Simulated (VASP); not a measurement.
# Os: single point with PBEsol

The system is Os.

```
Os
1.0
     2.53075    0.00000    0.00000
     0.00000    2.53075    0.00000
     0.00000    0.00000    2.53075
Os
1
Direct
  0.00000 0.00000 0.00000
```

```
Program                : VASP 6.6.1
Task                   : single point
Functional             : PBEsol
Potentials or basis    : VASP PAW PBE potentials, release 64 (Os)
Cutoff                 : 520 eV
k mesh                 : 13 × 13 × 13
Occupations            : fermi-dirac, width 0.1 eV
Spin                   : no spin polarisation
Dipole correction      : no
Further INCAR settings : ALGO = Normal; EDIFF = 1e-07; NBANDS = 10
```

```
Pressure               : 0.1 GPa
Band gap on the k mesh : zero (band 4 reaches 12.11 eV, above the bottom of band 5 at 6.43 eV)
```

Levels at points of the mesh, in eV from the Fermi level:
```csv
k point,band 2,band 3,band 4,band 5,band 6,band 7
"(0.00, 0.00, 0.00)",-6.21,-6.21,2.38,2.38,2.38,15.67
```

Run time: 4.6 s on 1 thread of Intel(R) Xeon(R) 6975P-C (Granite Rapids), on a shared host, peak memory 0.13 GiB.

Caveat: the PAW data sets were made with another functional, which shifts forces and pressure a little; spin-orbit coupling is left out, which moves the levels of the heavy elements.
